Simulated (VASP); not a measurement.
A run of VASP 6.6.1 is set up as follows.

INCAR

```
ALGO = Normal
EDIFF = 1E-6
ENCUT = 520
GGA = PE
GGA_COMPAT = False
ISIF = 2
ISMEAR = -1
LASPH = True
LCHARG = False
LREAL = False
LWAVE = False
NBANDS = 42
NELM = 120
PREC = Accurate
SIGMA = 0.1
```

The input KPOINTS:

```
k-points
0
Gamma
  3 3 3
```

POSCAR

```
CaO
1.0
    6.8075300000      0.0000000000      0.0000000000
    3.4037650000      5.8954940000      0.0000000000
    1.7018820000      0.9825820000      2.7791620000
Ca O
4 4
Direct
   -0.0083293707     -0.0005551830     -0.0154093212
    0.0205908820      0.4855640702      0.0353343922
    0.5315948327     -0.0109355100     -0.0353372707
    0.4843197444      0.5115960691      0.0107028665
    0.2374711035      0.2648367024      0.5238838182
    0.2536357729      0.7487899754      0.5198214426
    0.7241768206      0.2533663045      0.5031818944
    0.7463442836      0.7420685399      0.5319610732
```

Potentials or basis: VASP PAW PBE potentials, release 64 (Ca_sv, O).

Launch:

```console
$ cat potpaw_PBE.64/Ca_sv/POTCAR potpaw_PBE.64/O/POTCAR > POTCAR
$ mpirun -np 1 vasp_std > vasp.out
```

**Question.** Estimate the band gap on the k mesh.

**Answer.** 3.81 eV.

**Question.** Predict the largest force.

**Answer.** 1.595 eV/Å.

**Question.** What does it give for the pressure?

**Answer.** 3.7 GPa.

Stress tensor (GPa, compression positive):
```
3.81 0.20 0.21
0.20 3.44 0.13
0.21 0.13 3.78
```

Caveat: the k points lie up to 0.62 Å⁻¹ apart; an odd mesh through Γ misses points on the zone boundary, where band edges can lie; forces of over 1 eV/Å act on the atoms, so gaps and moduli don't describe the material at rest. As with any semilocal functional, this PBE gap is likely too small.
